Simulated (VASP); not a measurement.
# BiPt3 (Pm-3m) in VASP: further runs, part 2 of 2

VASP 6.6.1. Earlier steps stand in the parts before.

### Step 3. Single point, PBE

INCAR reads:

```
PREC = Accurate ; ENCUT = 520
EDIFF = 1E-6 ; ISMEAR = 1
SIGMA = 0.05 ; LREAL = F
LASPH = T ; NELM = 100
ALGO = Normal ; ISIF = 2
LWAVE = F ; LCHARG = F
GGA = PE ; NBANDS = 30
```

KPOINTS reads:

```
Automatic mesh
0
Gamma
  5 5 5
```

POSCAR reads:

```
BiPt3
1.0
    4.1864950000      0.0000000000      0.0000000000
    0.0000000000      4.1864950000      0.0000000000
    0.0000000000      0.0000000000      4.1864950000
Bi Pt
1 3
Direct
    0.0000000000      0.0000000000      0.0000000000
    0.0000000000      0.5000000000      0.5000000000
    0.5000000000      0.0000000000      0.5000000000
    0.5000000000      0.5000000000      0.0000000000
```

Potentials or basis: VASP PAW PBE potentials, release 64 (Bi_d, Pt).

The run is started by

```
$ cat potpaw_PBE.64/Bi_d/POTCAR potpaw_PBE.64/Pt/POTCAR > POTCAR
$ mpirun -np 1 vasp_std > vasp.out
```

OUTCAR:

```text
PREC = Accurate
   ENCUT = 520
   EDIFF = 1E-6
   ISMEAR = 1
   LREAL = F
   LASPH = T
   NELM = 100
   ISIF = 2
   GGA = PE

 ion  position               nearest neighbor table
   1  0.000  0.000  0.000-   2 2.96   3 2.96   4 2.96   2 2.96   3 2.96   2 2.96   4 2.96   2 2.96
                             3 2.96   4 2.96   3 2.96   4 2.96
   2  0.000  0.500  0.500-   1 2.96   3 2.96   4 2.96   1 2.96   4 2.96   1 2.96   3 2.96   1 2.96
                             3 2.96   4 2.96   4 2.96   3 2.96
   3  0.500  0.000  0.500-   1 2.96   2 2.96   4 2.96   1 2.96   4 2.96   2 2.96   4 2.96   4 2.96
                             1 2.96   2 2.96   1 2.96   2 2.96
   4  0.500  0.500  0.000-   1 2.96   2 2.96   3 2.96   2 2.96   3 2.96   1 2.96   3 2.96   3 2.96
                             1 2.96   2 2.96   2 2.96   1 2.96

  LATTYP: Found a simple cubic cell.
 ALAT       =     4.1864950000

  Lattice vectors:

 A1 = (   4.1864950000,   0.0000000000,   0.0000000000)
 A2 = (   0.0000000000,   4.1864950000,   0.0000000000)
 A3 = (   0.0000000000,   0.0000000000,   4.1864950000)

Analysis of symmetry for initial positions (statically):
=====================================================================
 Subroutine PRICEL returns:
 Original cell was already a primitive cell.

 Routine SETGRP: Setting up the symmetry group for a
 simple cubic supercell.

 Subroutine GETGRP returns: Found 48 space group operations
 (whereof 48 operations were pure point group operations)
 out of a pool of 48 trial point group operations.

The static configuration has the point symmetry O_h .

Analysis of symmetry for dynamics (positions and initial velocities):
=====================================================================
 Subroutine PRICEL returns:
 Original cell was already a primitive cell.

 Routine SETGRP: Setting up the symmetry group for a
 simple cubic supercell.

 Subroutine GETGRP returns: Found 48 space group operations
 (whereof 48 operations were pure point group operations)
 out of a pool of 48 trial point group operations.

The dynamic configuration has the point symmetry O_h .

 Subroutine INISYM returns: Found 48 space group operations
 (whereof 48 operations are pure point group operations),
 and found     1 'primitive' translations

----------------------------------------------------------------------------------------

                                     Primitive cell

  volume of cell :      73.3756

  direct lattice vectors                    reciprocal lattice vectors
     4.186495000  0.000000000  0.000000000     0.238863297  0.000000000  0.000000000
     0.000000000  4.186495000  0.000000000     0.000000000  0.238863297  0.000000000
     0.000000000  0.000000000  4.186495000     0.000000000  0.000000000  0.238863297

  length of vectors
     4.186495000  4.186495000  4.186495000     0.238863297  0.238863297  0.238863297

  position of ions in fractional coordinates (direct lattice)
     0.000000000  0.000000000  0.000000000
     0.000000000  0.500000000  0.500000000
     0.500000000  0.000000000  0.500000000
     0.500000000  0.500000000  0.000000000

  ion indices of the primitive-cell ions
   primitive index   ion index
                 1           1
                 2           2
                 3           3
                 4           4

[... 32 lines left out ...]
  0.400000  0.200000  0.000000     24.000000
  0.400000  0.400000  0.000000     12.000000
  0.200000  0.200000  0.200000      8.000000
  0.400000  0.200000  0.200000     24.000000
  0.400000  0.400000  0.200000     24.000000
  0.400000  0.400000  0.400000      8.000000
   k-points           NKPTS =     10   k-points in BZ     NKDIM =     10   number of bands    NBANDS=     30
   number of dos      NEDOS =    301   number of ions     NIONS =      4
   total plane-waves  NPLWV =  32768
   dimension x,y,z NGX =    32 NGY =   32 NGZ =   32
   dimension x,y,z NGXF=    64 NGYF=   64 NGZF=   64
   ions per type =               1   3
   NGX,Y,Z   is equivalent  to a cutoff of  12.71, 12.71, 12.71 a.u.
   NGXF,Y,Z  is equivalent  to a cutoff of  25.41, 25.41, 25.41 a.u.
 SYSTEM =  unknown system
   PREC   = accura    normal or accurate (medium, high low for compatibility)
   ISTART =      0    job   : 0-new  1-cont  2-samecut
   ICHARG =      2    charge: 1-file 2-atom 10-const
   ISPIN  =      1    spin polarized calculation?
   LNONCOLLINEAR =      F non collinear calculations
   LSORBIT =      F    spin-orbit coupling
   LASPH  =      T    aspherical Exc in radial PAW
   ENCUT  =  520.0 eV  38.22 Ry    6.18 a.u.   7.78  7.78  7.78*2*pi/ulx,y,z
   NELM   =    100;   NELMIN=  2; NELMDL= -5     # of ELM steps
   EDIFF  = 0.1E-05   stopping-criterion for ELM
   LREAL  =      F    real-space projection
   EDIFFG = 0.1E-04   stopping-criterion for IOM
   NSW    =      0    number of steps for IOM
   IBRION =     -1    ionic relax: 0-MD 1-quasi-New 2-CG
   NFREE  =      0    steps in history (QN), initial steepest desc. (CG)
   ISIF   =      2    stress and relaxation
   ISYM   =      2    0-nonsym 1-usesym 2-fastsym
   POTIM  = 0.5000    time-step for ionic-motion
   TEBEG  =    0.0;   TEEND  =   0.0 temperature during run
   PSTRESS=    0.0 pullay stress
   NELECT =      45.0000    total number of electrons
   NUPDOWN=      -1.0000    fix difference up-down
   EMIN   =  10.00;   EMAX   =-10.00  energy-range for DOS
   EFERMI =   0.00;   METHOD = LEGACY
   ISMEAR =     1;   SIGMA  =   0.05  broadening in eV -4-tet -1-fermi 0-gaus
   EFERMI_NEDOS =   21; number of points for ismear=-14 and -15
   IALGO  =     38    algorithm
   IMIX   =      4    mixing-type and parameters
     AMIX     =   0.40;   BMIX     =  1.00
     AMIX_MAG =   1.60;   BMIX_MAG =  1.00
  volume/ion in A,a.u.               =      18.34       123.79
  Fermi-wavevector in a.u.,A,eV,Ry     =   1.390897  2.628415 26.321770  1.934596
  Thomas-Fermi vector in A             =   2.514788
   LORBIT       =      0    0 simple, 1 ext, 2 COOP (PROOUT), +10 PAW based schemes
   GGA     = PE    functional components
   LHFCALC =     F    Hartree Fock is set to
   AEXX    =    0.0000 exact exchange contribution
   IVDW    =     0    specifies the selected vdW correction
   LEPSILON=     F    determine dielectric tensor
   LRPA    =     F    only Hartree local field effects (RPA)
 non-spin polarized calculation
 Methfessel and Paxton  Order N= 1 SIGMA  =   0.05
  energy-cutoff  :      520.00
  volume of cell :       73.38
 maximum number of plane-waves:      1993
 NGX is ok and might be reduce to    32
   NGX = 15   NGY = 15   NGZ = 15

 number of electron      45.0000002 magnetization

 Free energy of the ion-electron system (eV)
  ---------------------------------------------------
  ext. energy  EPLUGINS =         0.00000000
  ---------------------------------------------------
  free energy    TOTEN  =       -22.05520332 eV

  energy without entropy =      -22.05516809  energy(sigma->0) =      -22.05519158

 E-fermi :  10.3289     XC(G=0): -12.5068

 val. band max:       10.2658542681   @ k =   0.4000   0.0000   0.0000
 cond. band min:      10.3490621832   @ k =   0.4000   0.2000   0.2000
 fundamental gap:      0.0832079151
 Fermi energy:        10.3288771074

 k-point     1 :       0.0000    0.0000    0.0000
  band No.  band energies     occupation
      1     -12.9472      2.00000
      2     -12.9472      2.00000
      3     -12.9318      2.00000
      4     -12.9318      2.00000
      5     -12.9318      2.00000
      6      -2.8643      2.00000
[... 319 lines left out ...]
     29      20.8115      0.00000
     30      20.8750      0.00000

------------------------ aborting loop because EDIFF is reached ----------------------------------------

  FORCE on cell =-STRESS in cart. coord.  units (eV):
  Direction    XX          YY          ZZ          XY          YZ          ZX
  --------------------------------------------------------------------------------------
  -------------------------------------------------------------------------------------
  Total       -0.6295340     -0.6295340     -0.6295340     -0.0000000     -0.0000000     -0.0000000
  in kB      -13.7460540    -13.7460540    -13.7460540     -0.0000000     -0.0000000     -0.0000000
  external PRESSURE =     -13.7460540 kB  Pullay stress =       0.0000000 kB

 VOLUME and BASIS-vectors are now :
 -----------------------------------------------------------------------------
  energy-cutoff  :      520.00
  volume of cell :       73.38
      direct lattice vectors                 reciprocal lattice vectors
     4.186495000  0.000000000  0.000000000     0.238863297  0.000000000  0.000000000
     0.000000000  4.186495000  0.000000000     0.000000000  0.238863297  0.000000000
     0.000000000  0.000000000  4.186495000     0.000000000  0.000000000  0.238863297

 POSITION                                       TOTAL-FORCE (eV/Angst)
 -----------------------------------------------------------------------------------
      0.00000      0.00000      0.00000         0.000000      0.000000      0.000000
      0.00000      2.09325      2.09325         0.000000      0.000000      0.000000
      2.09325      0.00000      2.09325         0.000000      0.000000      0.000000
      2.09325      2.09325      0.00000         0.000000      0.000000      0.000000
 -----------------------------------------------------------------------------------
    total drift:                                0.000000     -0.000000     -0.000000

  FREE ENERGIE OF THE ION-ELECTRON SYSTEM (eV)
  ---------------------------------------------------
  free  energy   TOTEN  =       -22.0552033235 eV

  energy  without entropy=      -22.0551680916  energy(sigma->0) =      -22.05519158
```

Run time: 12 s. Hardware: 1 thread of Intel Xeon Platinum 8559C (Emerald Rapids), shared host; peak memory 0.18 GiB.

What came out:

```yaml
Free_energy: -22.0552 eV
Pressure: -1.4 GPa
```

Caveat: spin-orbit coupling is left out, which moves the levels of the heavy elements.

### Step 4. Single point, PBE

INCAR reads:

```
PREC = Accurate
ENCUT = 520
EDIFF = 1E-7
ISMEAR = 1
SIGMA = 0.025
LREAL = False
LASPH = True
NELM = 100
ALGO = Normal
ISIF = 2
LWAVE = False
LCHARG = False
GGA = PE
NBANDS = 30
```

KPOINTS is that of step 3.

POSCAR is that of step 3.

Potentials or basis: VASP PAW PBE potentials, release 64 (Bi_d, Pt).

The run is started by

```
$ cat potpaw_PBE.64/Bi_d/POTCAR potpaw_PBE.64/Pt/POTCAR > POTCAR
$ mpirun -np 1 vasp_std > vasp.out
```

OUTCAR:

```text
PREC = Accurate
   ENCUT = 520
   EDIFF = 1E-7
   ISMEAR = 1
   LREAL = False
   LASPH = True
   NELM = 100
   ISIF = 2
   GGA = PE

 ion  position               nearest neighbor table
   1  0.000  0.000  0.000-   2 2.96   3 2.96   4 2.96   2 2.96   3 2.96   2 2.96   4 2.96   2 2.96
                             3 2.96   4 2.96   3 2.96   4 2.96
   2  0.000  0.500  0.500-   1 2.96   3 2.96   4 2.96   1 2.96   4 2.96   1 2.96   3 2.96   1 2.96
                             3 2.96   4 2.96   4 2.96   3 2.96
   3  0.500  0.000  0.500-   1 2.96   2 2.96   4 2.96   1 2.96   4 2.96   2 2.96   4 2.96   4 2.96
                             1 2.96   2 2.96   1 2.96   2 2.96
   4  0.500  0.500  0.000-   1 2.96   2 2.96   3 2.96   2 2.96   3 2.96   1 2.96   3 2.96   3 2.96
                             1 2.96   2 2.96   2 2.96   1 2.96

  LATTYP: Found a simple cubic cell.
 ALAT       =     4.1864950000

  Lattice vectors:

 A1 = (   4.1864950000,   0.0000000000,   0.0000000000)
 A2 = (   0.0000000000,   4.1864950000,   0.0000000000)
 A3 = (   0.0000000000,   0.0000000000,   4.1864950000)

Analysis of symmetry for initial positions (statically):
=====================================================================
 Subroutine PRICEL returns:
 Original cell was already a primitive cell.

 Routine SETGRP: Setting up the symmetry group for a
 simple cubic supercell.

 Subroutine GETGRP returns: Found 48 space group operations
 (whereof 48 operations were pure point group operations)
 out of a pool of 48 trial point group operations.

The static configuration has the point symmetry O_h .

Analysis of symmetry for dynamics (positions and initial velocities):
=====================================================================
 Subroutine PRICEL returns:
 Original cell was already a primitive cell.

 Routine SETGRP: Setting up the symmetry group for a
 simple cubic supercell.
[... 111 lines left out ...]
   IALGO  =     38    algorithm
   IMIX   =      4    mixing-type and parameters
     AMIX     =   0.40;   BMIX     =  1.00
     AMIX_MAG =   1.60;   BMIX_MAG =  1.00
  volume/ion in A,a.u.               =      18.34       123.79
  Fermi-wavevector in a.u.,A,eV,Ry     =   1.390897  2.628415 26.321770  1.934596
  Thomas-Fermi vector in A             =   2.514788
   LORBIT       =      0    0 simple, 1 ext, 2 COOP (PROOUT), +10 PAW based schemes
   GGA     = PE    functional components
   LHFCALC =     F    Hartree Fock is set to
   AEXX    =    0.0000 exact exchange contribution
   IVDW    =     0    specifies the selected vdW correction
   LEPSILON=     F    determine dielectric tensor
   LRPA    =     F    only Hartree local field effects (RPA)
 non-spin polarized calculation
 Methfessel and Paxton  Order N= 1 SIGMA  =   0.03
  energy-cutoff  :      520.00
  volume of cell :       73.38
 maximum number of plane-waves:      1993
 NGX is ok and might be reduce to    32
   NGX = 15   NGY = 15   NGZ = 15

 number of electron      45.0000002 magnetization

 Free energy of the ion-electron system (eV)
  ---------------------------------------------------
  ext. energy  EPLUGINS =         0.00000000
  ---------------------------------------------------
  free energy    TOTEN  =       -22.05458429 eV

  energy without entropy =      -22.05366060  energy(sigma->0) =      -22.05427639

 E-fermi :  10.3396     XC(G=0): -12.5069

 val. band max:       10.2636973492   @ k =   0.4000   0.0000   0.0000
 cond. band min:      10.3480826975   @ k =   0.4000   0.2000   0.2000
 fundamental gap:      0.0843853484
 Fermi energy:        10.3395557890

 k-point     1 :       0.0000    0.0000    0.0000
  band No.  band energies     occupation
      1     -12.9445      2.00000
      2     -12.9445      2.00000
      3     -12.9291      2.00000
      4     -12.9291      2.00000
      5     -12.9291      2.00000
      6      -2.8633      2.00000
[... 319 lines left out ...]
     29      20.8099      0.00000
     30      20.8756      0.00000

------------------------ aborting loop because EDIFF is reached ----------------------------------------

  FORCE on cell =-STRESS in cart. coord.  units (eV):
  Direction    XX          YY          ZZ          XY          YZ          ZX
  --------------------------------------------------------------------------------------
  -------------------------------------------------------------------------------------
  Total       -0.6226525     -0.6226525     -0.6226525     -0.0000000     -0.0000000      0.0000000
  in kB      -13.5957940    -13.5957940    -13.5957940     -0.0000000     -0.0000000      0.0000000
  external PRESSURE =     -13.5957940 kB  Pullay stress =       0.0000000 kB

 VOLUME and BASIS-vectors are now :
 -----------------------------------------------------------------------------
  energy-cutoff  :      520.00
  volume of cell :       73.38
      direct lattice vectors                 reciprocal lattice vectors
     4.186495000  0.000000000  0.000000000     0.238863297  0.000000000  0.000000000
     0.000000000  4.186495000  0.000000000     0.000000000  0.238863297  0.000000000
     0.000000000  0.000000000  4.186495000     0.000000000  0.000000000  0.238863297

 POSITION                                       TOTAL-FORCE (eV/Angst)
 -----------------------------------------------------------------------------------
      0.00000      0.00000      0.00000         0.000000      0.000000      0.000000
      0.00000      2.09325      2.09325         0.000000      0.000000      0.000000
      2.09325      0.00000      2.09325         0.000000      0.000000      0.000000
      2.09325      2.09325      0.00000         0.000000      0.000000      0.000000
 -----------------------------------------------------------------------------------
    total drift:                                0.000000     -0.000000     -0.000000

  FREE ENERGIE OF THE ION-ELECTRON SYSTEM (eV)
  ---------------------------------------------------
  free  energy   TOTEN  =       -22.0545842895 eV

  energy  without entropy=      -22.0536605977  energy(sigma->0) =      -22.05427639
```

It took 13 s on 1 thread of Intel Xeon Platinum 8559C (Emerald Rapids), shared host; peak memory 0.18 GiB.

What came out:

```
Free energy : -22.0546 eV
Pressure    : -1.4 GPa
```

Levels at points of the mesh, in eV from the Fermi level:
| k point | band 20 | band 21 | band 22 | band 23 | band 24 | band 25 |
| --- | --- | --- | --- | --- | --- | --- |
| (0.00, 0.00, 0.00) | -1.21 | -0.79 | -0.55 | -0.08 | -0.08 | -0.08 |

Caveat: spin-orbit coupling is left out, which moves the levels of the heavy elements.

### Step 5. The runs side by side

```tsv
smearing	gap on the mesh (eV)	pressure (GPa)
methfessel-paxton 0.1 eV	none	-1.4
methfessel-paxton 0.05 eV	none	-1.4
methfessel-paxton 0.025 eV	none	-1.4
```

Alike in all rows: task single point; level PBE; potentials or basis VASP PAW PBE potentials, release 64 (Bi_d, Pt); no spin polarisation; cell as given; k mesh 5 × 5 × 5; cutoff (eV) 520.

Every run on the cell as given and a fine mesh finds a metal.

Caveats: spin-orbit coupling is left out, which moves the levels of the heavy elements.

Absolute energies hang on the potentials; compare differences alone.
